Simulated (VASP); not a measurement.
## Sn: relaxation of cell and atoms with PBE

Crystal: Sn.

```
Sn
1.0
     0.00000    3.23334    3.23334
     3.23334    0.00000    3.23334
     3.23334    3.23334    0.00000
Sn
2
Direct
  0.75000 0.75000 0.75000
  0.50000 0.50000 0.50000
```

```json
{"Program": "VASP 6.6.1", "Task": "relaxation of cell and atoms", "Functional": "PBE", "Potentials or basis": "VASP PAW PBE potentials, release 64 (Sn_d)", "Cutoff": "600 eV", "k mesh": "5 × 5 × 5", "Occupations": "fermi-dirac, width 0.05 eV", "Spin": "no spin polarisation", "Dipole correction": "no", "Further INCAR settings": "ALGO = Normal; EDIFF = 1e-06; IBRION = 2; EDIFFG = -0.02; NSW = 80; ISIF = 3"}
```

| Property | Result |
| --- | --- |
| Relaxed volume | 36.96 Å³/atom |
| Relaxed cell | a = 4.711 Å, b = 4.711 Å, c = 4.711 Å, α = 60.00°, β = 60.00°, γ = 60.00° |
| Space group after relaxing (to 0.05 Å) | Fd-3m (No. 227) |
| Energy gained by relaxing | 36.4 meV/atom |
| Ionic steps | 3 |
| Pressure after relaxing | 0.0 GPa |
| Band gap on the k mesh | zero (band 14 reaches 4.94 eV, above the bottom of band 15 at 4.77 eV) |

The path:
| step | energy change (eV) | largest force (eV/Å) | pressure (GPa) | volume (Å³) |
| --- | --- | --- | --- | --- |
| 1 | 0.0000 | 0.0000 | 4.01 | 67.61 |
| 2 | -0.0654 | 0.0000 | -1.00 | 76.22 |
| 3 | -0.0727 | 0.0000 | -0.01 | 73.93 |

Final structure:
```xyz
2
Lattice="0.0000 3.3311 3.3311 3.3311 0.0000 3.3311 3.3311 3.3311 0.0000" Properties=species:S:1:pos:R:3 pbc="T T T"
Sn    4.9967    4.9967    4.9967
Sn    3.3311    3.3311    3.3311
```

Levels at points of the mesh, in eV from the Fermi level:
| k point | band 12 | band 13 | band 14 | band 15 | band 16 | band 17 |
| --- | --- | --- | --- | --- | --- | --- |
| (0.00, 0.00, 0.00) | -1.03 | 0.23 | 0.23 | 0.23 | 2.28 | 2.28 |

Wall time 2 min on 1 thread of AMD EPYC 7R13, on a shared host, peak memory 0.21 GiB.

Caveat: spin-orbit coupling is left out, which moves the levels of the heavy elements. PBE usually gives volumes a little too large and moduli too small.
